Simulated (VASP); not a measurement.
# MgS in VASP: notebook

The runs below take MgS through electric field gradients, with LDA.

Program: VASP 6.6.1. These are calculated values, not measurements. Logs are shortened: lines on timing, memory, paths and dates and some standing lists are left out, and cuts for length are marked.

**1. The cell of the first run**

It takes space group R-3m (No. 166, trigonal). The conventional cell has a = 3.642 Å, b = 3.642 Å, c = 9.193 Å, α = 90.00°, β = 90.00°, γ = 120.00°. Within 3.4 Å of Mg (site symmetry -3m) lie 6 S at 2.60 Å. S (site symmetry -3m) has 6 Mg at 2.60 Å within 3.4 Å.

**2. Electric field gradients, LDA (equal xy, yz and zx shear strains of +2 %)**

INCAR

```
SYSTEM = MgS
  PREC = Accurate
  ENCUT = 520
  EDIFF = 1E-8
  ISMEAR = -1
  SIGMA = 0.01
  LREAL = .FALSE.
  LASPH = .TRUE.
  NELM = 60
  ALGO = Normal
  ISIF = 2
  LWAVE = .FALSE.
  LCHARG = .FALSE.
  LEFG = .TRUE.
  NBANDS = 11
```

KPOINTS

```
regular mesh
0
G
  8 8 8
  0 0 0
```

POSCAR

```
MgS
1.0
    0.0520330000      2.6276665000      2.6276665000
    2.6276665000      0.0520330000      2.6276665000
    2.6276665000      2.6276665000      0.0520330000
Mg S
1 1
Direct
    0.0000000000      0.0000000000      0.0000000000
    0.5000000000      0.5000000000      0.5000000000
```

Potentials or basis: VASP PAW LDA potentials, release 64 (Mg, S).

Command:

```console
cat potpaw_LDA.64/Mg/POTCAR potpaw_LDA.64/S/POTCAR > POTCAR
mpirun -np 1 vasp_std > vasp.out
```

OUTCAR:

```text
SYSTEM = MgS
   PREC = Accurate
   ENCUT = 520
   EDIFF = 1E-8
   ISMEAR = -1
   LREAL = .FALSE.
   LASPH = .TRUE.
   NELM = 60
   ISIF = 2

 ion  position               nearest neighbor table
   1  0.000  0.000  0.000-   2 2.60   2 2.60   2 2.60   2 2.60   2 2.60   2 2.60
   2  0.500  0.500  0.500-   1 2.60   1 2.60   1 2.60   1 2.60   1 2.60   1 2.60

  LATTYP: Found a trigonal (rhomboedric) cell.
 ALAT       =     3.7164458699
 COS(alpha) =     0.5197000882

  Lattice vectors:

 A1 = (   0.0520330000,   2.6276665000,   2.6276665000)
 A2 = (   2.6276665000,   0.0520330000,   2.6276665000)
 A3 = (   2.6276665000,   2.6276665000,   0.0520330000)

Analysis of symmetry for initial positions (statically):
=====================================================================
 Subroutine PRICEL returns:
 Original cell was already a primitive cell.

 Routine SETGRP: Setting up the symmetry group for a
 trigonal (rhombohedral) supercell.

 Subroutine GETGRP returns: Found 12 space group operations
 (whereof 12 operations were pure point group operations)
 out of a pool of 12 trial point group operations.

The static configuration has the point symmetry D_3d.

Analysis of symmetry for dynamics (positions and initial velocities):
=====================================================================
 Subroutine PRICEL returns:
 Original cell was already a primitive cell.

 Routine SETGRP: Setting up the symmetry group for a
 trigonal (rhombohedral) supercell.

 Subroutine GETGRP returns: Found 12 space group operations
 (whereof 12 operations were pure point group operations)
 out of a pool of 12 trial point group operations.

The dynamic configuration has the point symmetry D_3d.

 Subroutine INISYM returns: Found 12 space group operations
 (whereof 12 operations are pure point group operations),
 and found     1 'primitive' translations

----------------------------------------------------------------------------------------

                                     Primitive cell

  volume of cell :      35.2085

  direct lattice vectors                    reciprocal lattice vectors
     0.052033000  2.627666500  2.627666500    -0.196030204  0.192223792  0.192223792
     2.627666500  0.052033000  2.627666500     0.192223792 -0.196030204  0.192223792
     2.627666500  2.627666500  0.052033000     0.192223792  0.192223792 -0.196030204

  length of vectors
     3.716445870  3.716445870  3.716445870     0.335153418  0.335153418  0.335153418

  position of ions in fractional coordinates (direct lattice)
     0.000000000  0.000000000  0.000000000
     0.500000000  0.500000000  0.500000000

  ion indices of the primitive-cell ions
   primitive index   ion index
                 1           1
                 2           2

----------------------------------------------------------------------------------------

 KPOINTS: regular mesh

Automatic generation of k-mesh.
 Grid dimensions read from file:
 generate k-points for:    8    8    8

 Generating k-lattice:

  Cartesian coordinates                     Fractional coordinates (reciprocal lattice)
    -0.024503776  0.024027974  0.024027974     0.125000000  0.000000000  0.000000000
     0.024027974 -0.024503776  0.024027974     0.000000000  0.125000000  0.000000000
     0.024027974  0.024027974 -0.024503776     0.000000000  0.000000000  0.125000000

  Length of vectors
     0.041894177  0.041894177  0.041894177

  Shift w.r.t. Gamma in fractional coordinates (k-lattice)
     0.000000000  0.000000000  0.000000000

 Subroutine IBZKPT returns following result:
 ===========================================

 Found     65 irreducible k-points:

 Following reciprocal coordinates:
            Coordinates               Weight
  0.000000  0.000000  0.000000      1.000000
  0.125000  0.000000  0.000000      6.000000
  0.250000  0.000000  0.000000      6.000000
  0.375000  0.000000  0.000000      6.000000
  0.500000  0.000000  0.000000      3.000000
  0.125000  0.125000  0.000000      6.000000
[... 16 lines left out ...]
  0.250000  0.125000  0.125000      6.000000
  0.375000  0.125000  0.125000      6.000000
 [... further k-points ...]
   k-points           NKPTS =     65   k-points in BZ     NKDIM =     65   number of bands    NBANDS=     11
   number of dos      NEDOS =    301   number of ions     NIONS =      2
   total plane-waves  NPLWV =  21952
   dimension x,y,z NGX =    28 NGY =   28 NGZ =   28
   dimension x,y,z NGXF=    56 NGYF=   56 NGZF=   56
   ions per type =               1   1
   NGX,Y,Z   is equivalent  to a cutoff of  12.53, 12.53, 12.53 a.u.
   NGXF,Y,Z  is equivalent  to a cutoff of  25.05, 25.05, 25.05 a.u.
 SYSTEM =  MgS
   PREC   = accura    normal or accurate (medium, high low for compatibility)
   ISTART =      0    job   : 0-new  1-cont  2-samecut
   ICHARG =      2    charge: 1-file 2-atom 10-const
   ISPIN  =      1    spin polarized calculation?
   LNONCOLLINEAR =      F non collinear calculations
   LSORBIT =      F    spin-orbit coupling
   LASPH  =      T    aspherical Exc in radial PAW
   ENCUT  =  520.0 eV  38.22 Ry    6.18 a.u.   6.91  6.91  6.91*2*pi/ulx,y,z
   NELM   =     60;   NELMIN=  2; NELMDL= -5     # of ELM steps
   EDIFF  = 0.1E-07   stopping-criterion for ELM
   LREAL  =      F    real-space projection
   EDIFFG = 0.1E-06   stopping-criterion for IOM
   NSW    =      0    number of steps for IOM
   IBRION =     -1    ionic relax: 0-MD 1-quasi-New 2-CG
   NFREE  =      0    steps in history (QN), initial steepest desc. (CG)
   ISIF   =      2    stress and relaxation
   ISYM   =      2    0-nonsym 1-usesym 2-fastsym
   POTIM  = 0.5000    time-step for ionic-motion
   TEBEG  =    0.0;   TEEND  =   0.0 temperature during run
   PSTRESS=    0.0 pullay stress
   NELECT =       8.0000    total number of electrons
   NUPDOWN=      -1.0000    fix difference up-down
   EMIN   =  10.00;   EMAX   =-10.00  energy-range for DOS
   EFERMI =   0.00;   METHOD = LEGACY
   ISMEAR =    -1;   SIGMA  =   0.01  broadening in eV -4-tet -1-fermi 0-gaus
   EFERMI_NEDOS =   21; number of points for ismear=-14 and -15
   IALGO  =     38    algorithm
   IMIX   =      4    mixing-type and parameters
     AMIX     =   0.40;   BMIX     =  1.00
     AMIX_MAG =   1.60;   BMIX_MAG =  1.00
  volume/ion in A,a.u.               =      17.60       118.80
  Fermi-wavevector in a.u.,A,eV,Ry     =   0.998978  1.887794 13.578020  0.997956
  Thomas-Fermi vector in A             =   2.131237
   LORBIT       =      0    0 simple, 1 ext, 2 COOP (PROOUT), +10 PAW based schemes
   GGA     = CA    functional components
   LHFCALC =     F    Hartree Fock is set to
   AEXX    =    0.0000 exact exchange contribution
   IVDW    =     0    specifies the selected vdW correction
   LEPSILON=     F    determine dielectric tensor
   LRPA    =     F    only Hartree local field effects (RPA)
 non-spin polarized calculation
  energy-cutoff  :      520.00
  volume of cell :       35.21
 maximum number of plane-waves:       960
   NGX = 13   NGY = 13   NGZ = 13

 number of electron       8.0000000 magnetization

 Free energy of the ion-electron system (eV)
  ---------------------------------------------------
  ext. energy  EPLUGINS =         0.00000000
  ---------------------------------------------------
  free energy    TOTEN  =        -9.56432401 eV

  energy without entropy =       -9.56432401  energy(sigma->0) =       -9.56432401

 E-fermi :   3.8832     XC(G=0):  -9.9894

 val. band max:        3.6800958941   @ k =   0.0000   0.0000   0.0000
 cond. band min:       6.1296950546   @ k =   0.5000   0.5000   0.0000
 fundamental gap:      2.4495991605
 Fermi energy:         3.8832022992

 k-point     1 :       0.0000    0.0000    0.0000
  band No.  band energies     occupation
      1      -9.0570      2.00000
      2       3.3981      2.00000
      3       3.6801      2.00000
      4       3.6801      2.00000
      5       7.0567      0.00000
      6      11.1171      0.00000
      7      11.5928      0.00000
      8      11.5928      0.00000
      9      13.8588      0.00000
     10      13.8588      0.00000
     11      15.8768      0.00000
[... 309 lines left out ...]
 k-point    24 :       0.3750    0.1250    0.1250
  band No.  band energies     occupation
      1      -8.2117      2.00000
      2       0.2582      2.00000
      3       2.2296      2.00000
      4       3.3156      2.00000
      5       9.0524      0.00000
      6      10.5022      0.00000
      7      11.1487      0.00000
      8      11.7730      0.00000
      9      13.6138      0.00000
     10      15.8925      0.00000
     11      16.1921      0.00000

 [... further k-points ...]
[... 5 lines left out ...]
  --------------------------------------------------------------------------------------
  -------------------------------------------------------------------------------------
  Total       -0.8390254     -0.8390254     -0.8390254     -0.2458450     -0.2458450     -0.2458450
  in kB      -38.1802267    -38.1802267    -38.1802267    -11.1872873    -11.1872873    -11.1872873
  external PRESSURE =     -38.1802267 kB  Pullay stress =       0.0000000 kB

 VOLUME and BASIS-vectors are now :
 -----------------------------------------------------------------------------
  energy-cutoff  :      520.00
  volume of cell :       35.21
      direct lattice vectors                 reciprocal lattice vectors
     0.052033000  2.627666500  2.627666500    -0.196030204  0.192223792  0.192223792
     2.627666500  0.052033000  2.627666500     0.192223792 -0.196030204  0.192223792
     2.627666500  2.627666500  0.052033000     0.192223792  0.192223792 -0.196030204

 POSITION                                       TOTAL-FORCE (eV/Angst)
 -----------------------------------------------------------------------------------
      0.00000      0.00000      0.00000        -0.000000      0.000000     -0.000000
      2.65368      2.65368      2.65368         0.000000     -0.000000      0.000000
 -----------------------------------------------------------------------------------
    total drift:                                0.000000      0.000000      0.000000

  FREE ENERGIE OF THE ION-ELECTRON SYSTEM (eV)
  ---------------------------------------------------
  free  energy   TOTEN  =        -9.5643240103 eV

  energy  without entropy=       -9.5643240103  energy(sigma->0) =       -9.56432401

 Electric field gradients (V/A^2)
---------------------------------------------------------------------
 ion       V_xx      V_yy      V_zz      V_xy      V_xz      V_yz
---------------------------------------------------------------------
   1      -0.000     0.000    -0.000    -0.340    -0.340    -0.340
   2      -0.000     0.000     0.000     5.731     5.731     5.731
---------------------------------------------------------------------

 Electric field gradients after diagonalization (V/A^2)
 (convention: |V_zz| > |V_xx| > |V_yy|)
----------------------------------------------------------------------
 ion       V_xx      V_yy      V_zz     asymmetry (V_yy - V_xx)/ V_zz
----------------------------------------------------------------------
   1       0.340     0.340    -0.680       0.000
   2      -5.731    -5.731    11.461       0.000
----------------------------------------------------------------------

           NMR quadrupolar parameters

 Cq : quadrupolar parameter    Cq=e*Q*V_zz/h
 eta: asymmetry parameters     (V_yy - V_xx)/ V_zz
 Q  : nuclear electric quadrupole moment in mb (millibarn)
----------------------------------------------------------------------
 ion       Cq(MHz)       eta       Q (mb)
----------------------------------------------------------------------
   1      -0.002       0.000       1.000
   2       0.028       0.000       1.000
----------------------------------------------------------------------
```

Run time: 16 s. Hardware: 1 thread of Intel Xeon Platinum 8488C (Sapphire Rapids), shared host; peak memory 0.15 GiB.

What came out:

```
Free energy            : -9.5643 eV
Pressure               : -3.8 GPa
Band gap on the k mesh : 2.45 eV, indirect (least direct gap 3.38 eV)
```

Electric field gradients, principal values (V/Å²):
```
atom   least  middle  greatest (by size)
1 Mg   0.340   0.340              -0.680
 2 S  -5.731  -5.731              11.461
```

Caveat: the cell differs from its parent crystal (equal xy, yz and zx shear strains of +2 %); without QUAD_EFG the Cq values of the log hold for a quadrupole moment of 1 mb, not for the nuclei. A k mesh can miss the band edges.

**3. Electric field gradients, LDA (zz strain of -2 %)**

INCAR

```
ALGO = Normal
EDIFF = 1E-8
ENCUT = 520
ISIF = 2
ISMEAR = -1
LASPH = True
LCHARG = False
LEFG = True
LREAL = False
LWAVE = False
NBANDS = 11
NELM = 80
PREC = Accurate
SIGMA = 0.01
```

KPOINTS

```
k-points
0
Gamma
  8 8 8
```

POSCAR

```
MgS
1.0
    0.0000000000      2.6016500000      2.5496170000
    2.6016500000      0.0000000000      2.5496170000
    2.6016500000      2.6016500000      0.0000000000
Mg S
1 1
Direct
    0.0000000000      0.0000000000      0.0000000000
    0.5000000000      0.5000000000      0.5000000000
```

Potentials or basis: VASP PAW LDA potentials, release 64 (Mg, S).

Command:

```console
cat potpaw_LDA.64/Mg/POTCAR potpaw_LDA.64/S/POTCAR > POTCAR
mpirun -np 1 vasp_std > vasp.out
```

OUTCAR:

```text
EDIFF = 1E-8
   ENCUT = 520
   ISIF = 2
   ISMEAR = -1
   LASPH = True
   LREAL = False
   NELM = 80
   PREC = Accurate

 ion  position               nearest neighbor table
   1  0.000  0.000  0.000-   2 2.55   2 2.55   2 2.60   2 2.60   2 2.60   2 2.60
   2  0.500  0.500  0.500-   1 2.55   1 2.55   1 2.60   1 2.60   1 2.60   1 2.60

  LATTYP: Found a body centered tetragonal cell.
 ALAT       =     3.6792887145
 C/A-ratio  =     1.3859292911

  Lattice vectors:

 A1 = (   0.0000000000,  -2.6016500000,  -2.5496170000)
 A2 = (   0.0000000000,   2.6016500000,  -2.5496170000)
 A3 = (   2.6016500000,   0.0000000000,   2.5496170000)

Analysis of symmetry for initial positions (statically):
=====================================================================
 Subroutine PRICEL returns:
 Original cell was already a primitive cell.

 Routine SETGRP: Setting up the symmetry group for a
 body centered tetragonal supercell.

 Subroutine GETGRP returns: Found 16 space group operations
 (whereof 16 operations were pure point group operations)
[... 524 lines left out ...]
     2.601650000  0.000000000  2.549617000     0.192185728 -0.192185728  0.196107886
     2.601650000  2.601650000  0.000000000     0.192185728  0.192185728 -0.196107886

 POSITION                                       TOTAL-FORCE (eV/Angst)
 -----------------------------------------------------------------------------------
      0.00000      0.00000      0.00000         0.000000     -0.000000     -0.000000
      2.60165      2.60165      2.54962        -0.000000      0.000000      0.000000
 -----------------------------------------------------------------------------------
    total drift:                                0.000000      0.000000      0.000000

  FREE ENERGIE OF THE ION-ELECTRON SYSTEM (eV)
  ---------------------------------------------------
  free  energy   TOTEN  =        -9.5817206485 eV

  energy  without entropy=       -9.5817206485  energy(sigma->0) =       -9.58172065

 Electric field gradients (V/A^2)
---------------------------------------------------------------------
 ion       V_xx      V_yy      V_zz      V_xy      V_xz      V_yz
---------------------------------------------------------------------
   1       1.794     1.794    -3.588     0.000     0.000     0.000
   2       0.924     0.924    -1.849    -0.000    -0.000    -0.000
---------------------------------------------------------------------

 Electric field gradients after diagonalization (V/A^2)
 (convention: |V_zz| > |V_xx| > |V_yy|)
----------------------------------------------------------------------
 ion       V_xx      V_yy      V_zz     asymmetry (V_yy - V_xx)/ V_zz
----------------------------------------------------------------------
   1       1.794     1.794    -3.588       0.000
   2       0.925     0.924    -1.849       0.000
----------------------------------------------------------------------

           NMR quadrupolar parameters

 Cq : quadrupolar parameter    Cq=e*Q*V_zz/h
 eta: asymmetry parameters     (V_yy - V_xx)/ V_zz
 Q  : nuclear electric quadrupole moment in mb (millibarn)
----------------------------------------------------------------------
 ion       Cq(MHz)       eta       Q (mb)
----------------------------------------------------------------------
   1      -0.009       0.000       1.000
   2      -0.004       0.000       1.000
----------------------------------------------------------------------
```

It took 50 s on 1 thread of AMD EPYC 7R13, shared host; peak memory 0.12 GiB.

Results:

```
Free energy            : -9.5817 eV
Pressure               : -2.3 GPa
Band gap on the k mesh : 2.50 eV, indirect (least direct gap 3.62 eV)
```

Electric field gradients, principal values (V/Å²):
```tsv
atom	least	middle	greatest (by size)
1 Mg	1.794	1.794	-3.588
2 S	0.924	0.925	-1.849
```

Caveat: the cell differs from its parent crystal (zz strain of -2 %); without QUAD_EFG the Cq values of the log hold for a quadrupole moment of 1 mb, not for the nuclei. A k mesh can miss the band edges.

[end of part 1 of 2]
